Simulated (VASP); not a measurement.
# BaTiO3 (Pm-3m) in VASP: single point with PBEsol

Aim: the single point of BaTiO3 with PBEsol.

Program: VASP 6.6.1. These are calculated values, not measurements. Logs are shortened: lines on timing, memory, paths and dates and some standing lists are left out, and cuts for length are marked.

## 1. The cell of the first run

Symmetry: Pm-3m, No. 221, cubic system. The conventional cell has a = 3.970 Å, b = 3.970 Å, c = 3.970 Å, α = 90.00°, β = 90.00°, γ = 90.00°. Within 3.7 Å of Ba (site symmetry m-3m) lie 12 O at 2.81 Å and 8 Ti at 3.44 Å. Ti (site symmetry m-3m) has 6 O at 1.98 Å within 2.6 Å. O (site symmetry 4/mmm) has 2 Ti at 1.98 Å within 2.6 Å.

## 2. Single point, PBEsol

The input, INCAR:

```
PREC = Accurate
ENCUT = 520
EDIFF = 1E-7
ISMEAR = 0
SIGMA = 0.02
LREAL = F
LASPH = T
NELM = 80
ALGO = Normal
ISIF = 2
LWAVE = F
LCHARG = F
GGA = PS
NBANDS = 28
```

The input, KPOINTS:

```
regular mesh
0
Gamma
  8 8 8
```

The input, POSCAR:

```
BaTiO3
1.0
    3.9698693898      0.0000000000      0.0000000000
    0.0000000000      3.9698693898      0.0000000000
    0.0000000000      0.0000000000      3.9698693898
Ba Ti O
1 1 3
Direct
    0.5000000000      0.5000000000      0.5000000000
    0.0000000000      0.0000000000      0.0000000000
    0.5000000000      0.0000000000      0.0000000000
    0.0000000000      0.5000000000      0.0000000000
    0.0000000000      0.0000000000      0.5000000000
```

Potentials or basis: VASP PAW PBE potentials, release 64 (Ba_sv, Ti_sv, O).

The run is started by

```bash
$ cat potpaw_PBE.64/Ba_sv/POTCAR potpaw_PBE.64/Ti_sv/POTCAR potpaw_PBE.64/O/POTCAR > POTCAR
$ mpirun -np 1 vasp_std > vasp.out
```

OUTCAR:

```text
PREC = Accurate
   ENCUT = 520
   EDIFF = 1E-7
   ISMEAR = 0
   LREAL = F
   LASPH = T
   NELM = 80
   ISIF = 2
   GGA = PS

 ion  position               nearest neighbor table
   1  0.500  0.500  0.500-   3 2.81   4 2.81   5 2.81   3 2.81   4 2.81   3 2.81   5 2.81   3 2.81
                             4 2.81   5 2.81   4 2.81   5 2.81   2 3.44   2 3.44   2 3.44   2 3.44
   2  0.000  0.000  0.000-   3 1.98   4 1.98   5 1.98   5 1.98   4 1.98   3 1.98   1 3.44   1 3.44
                             1 3.44   1 3.44   1 3.44   1 3.44   1 3.44   1 3.44
   3  0.500  0.000  0.000-   2 1.98   2 1.98   1 2.81   1 2.81   1 2.81   1 2.81
   4  0.000  0.500  0.000-   2 1.98   2 1.98   1 2.81   1 2.81   1 2.81   1 2.81
   5  0.000  0.000  0.500-   2 1.98   2 1.98   1 2.81   1 2.81   1 2.81   1 2.81

  LATTYP: Found a simple cubic cell.
 ALAT       =     3.9698693898

  Lattice vectors:

 A1 = (   3.9698693898,   0.0000000000,   0.0000000000)
 A2 = (   0.0000000000,   3.9698693898,   0.0000000000)
 A3 = (   0.0000000000,   0.0000000000,   3.9698693898)

Analysis of symmetry for initial positions (statically):
=====================================================================
 Subroutine PRICEL returns:
 Original cell was already a primitive cell.

 Routine SETGRP: Setting up the symmetry group for a
 simple cubic supercell.

 Subroutine GETGRP returns: Found 48 space group operations
 (whereof 48 operations were pure point group operations)
 out of a pool of 48 trial point group operations.

The static configuration has the point symmetry O_h .

Analysis of symmetry for dynamics (positions and initial velocities):
=====================================================================
 Subroutine PRICEL returns:
 Original cell was already a primitive cell.

 Routine SETGRP: Setting up the symmetry group for a
 simple cubic supercell.

 Subroutine GETGRP returns: Found 48 space group operations
 (whereof 48 operations were pure point group operations)
 out of a pool of 48 trial point group operations.

The dynamic configuration has the point symmetry O_h .

 Subroutine INISYM returns: Found 48 space group operations
 (whereof 48 operations are pure point group operations),
 and found     1 'primitive' translations

----------------------------------------------------------------------------------------

                                     Primitive cell

  volume of cell :      62.5646

  direct lattice vectors                    reciprocal lattice vectors
[... 91 lines left out ...]
   ENCUT  =  520.0 eV  38.22 Ry    6.18 a.u.   7.38  7.38  7.38*2*pi/ulx,y,z
   NELM   =     80;   NELMIN=  2; NELMDL= -5     # of ELM steps
   EDIFF  = 0.1E-06   stopping-criterion for ELM
   LREAL  =      F    real-space projection
   EDIFFG = 0.1E-05   stopping-criterion for IOM
   NSW    =      0    number of steps for IOM
   IBRION =     -1    ionic relax: 0-MD 1-quasi-New 2-CG
   NFREE  =      0    steps in history (QN), initial steepest desc. (CG)
   ISIF   =      2    stress and relaxation
   ISYM   =      2    0-nonsym 1-usesym 2-fastsym
   POTIM  = 0.5000    time-step for ionic-motion
   TEBEG  =    0.0;   TEEND  =   0.0 temperature during run
   PSTRESS=    0.0 pullay stress
   NELECT =      40.0000    total number of electrons
   NUPDOWN=      -1.0000    fix difference up-down
   EMIN   =  10.00;   EMAX   =-10.00  energy-range for DOS
   EFERMI =   0.00;   METHOD = LEGACY
   ISMEAR =     0;   SIGMA  =   0.02  broadening in eV -4-tet -1-fermi 0-gaus
   EFERMI_NEDOS =   21; number of points for ismear=-14 and -15
   IALGO  =     38    algorithm
   IMIX   =      4    mixing-type and parameters
     AMIX     =   0.40;   BMIX     =  1.00
     AMIX_MAG =   1.60;   BMIX_MAG =  1.00
  volume/ion in A,a.u.               =      12.51        84.44
  Fermi-wavevector in a.u.,A,eV,Ry     =   1.410323  2.665124 27.062140  1.989011
  Thomas-Fermi vector in A             =   2.532289
   LORBIT       =      0    0 simple, 1 ext, 2 COOP (PROOUT), +10 PAW based schemes
   GGA     = PS    functional components
   LHFCALC =     F    Hartree Fock is set to
   AEXX    =    0.0000 exact exchange contribution
   IVDW    =     0    specifies the selected vdW correction
   LEPSILON=     F    determine dielectric tensor
   LRPA    =     F    only Hartree local field effects (RPA)
 non-spin polarized calculation
 Gauss-broadening in eV      SIGMA  =   0.02
  energy-cutoff  :      520.00
  volume of cell :       62.56
 maximum number of plane-waves:      1743
 NGX is ok and might be reduce to    30
   NGX = 15   NGY = 15   NGZ = 15

 number of electron      39.9999978 magnetization

 Free energy of the ion-electron system (eV)
  ---------------------------------------------------
  ext. energy  EPLUGINS =         0.00000000
  ---------------------------------------------------
  free energy    TOTEN  =       -41.97685202 eV

  energy without entropy =      -41.97685202  energy(sigma->0) =      -41.97685202

 E-fermi :   3.9889     XC(G=0): -11.6478

 val. band max:        3.8827876853   @ k =   0.5000   0.5000   0.5000
 cond. band min:       5.6278197781   @ k =   0.0000   0.0000   0.0000
 fundamental gap:      1.7450320928
 Fermi energy:         3.9888643007

 k-point     1 :       0.0000    0.0000    0.0000
  band No.  band energies     occupation
      1     -52.3833      2.00000
      2     -28.7217      2.00000
      3     -28.7217      2.00000
      4     -28.7217      2.00000
      5     -20.8234      2.00000
      6     -12.9878      2.00000
[... 733 lines left out ...]
     27      12.1466      0.00000
     28      13.0069      0.00000

 [... further k-points ...]
[... 5 lines left out ...]
  --------------------------------------------------------------------------------------
  -------------------------------------------------------------------------------------
  Total        0.7833677      0.7833677      0.7833677     -0.0000000      0.0000000     -0.0000000
  in kB       20.0607696     20.0607696     20.0607696     -0.0000000      0.0000000     -0.0000000
  external PRESSURE =      20.0607696 kB  Pullay stress =       0.0000000 kB

 VOLUME and BASIS-vectors are now :
 -----------------------------------------------------------------------------
  energy-cutoff  :      520.00
  volume of cell :       62.56
      direct lattice vectors                 reciprocal lattice vectors
     3.969869390  0.000000000  0.000000000     0.251897456  0.000000000  0.000000000
     0.000000000  3.969869390  0.000000000     0.000000000  0.251897456  0.000000000
     0.000000000  0.000000000  3.969869390     0.000000000  0.000000000  0.251897456

 POSITION                                       TOTAL-FORCE (eV/Angst)
 -----------------------------------------------------------------------------------
      1.98493      1.98493      1.98493         0.000000      0.000000      0.000000
      0.00000      0.00000      0.00000         0.000000      0.000000      0.000000
      1.98493      0.00000      0.00000         0.000000      0.000000      0.000000
      0.00000      1.98493      0.00000         0.000000      0.000000      0.000000
      0.00000      0.00000      1.98493         0.000000      0.000000      0.000000
 -----------------------------------------------------------------------------------
    total drift:                               -0.000000     -0.000000      0.000000

  FREE ENERGIE OF THE ION-ELECTRON SYSTEM (eV)
  ---------------------------------------------------
  free  energy   TOTEN  =       -41.9768520232 eV

  energy  without entropy=      -41.9768520232  energy(sigma->0) =      -41.97685202
```

It took 47 s on 1 thread of AMD EPYC 7R13 (Zen 3), shared host; peak memory 0.18 GiB.

What came out:

| Property | Result |
| --- | --- |
| Free energy | -41.9769 eV |
| Pressure | 2.0 GPa |
| Band gap on the k mesh | 1.75 eV, indirect (least direct gap 1.87 eV) |

Caveat: the PAW data sets were made with another functional, which shifts forces and pressure a little; spin-orbit coupling is left out, which moves the levels of the heavy elements.
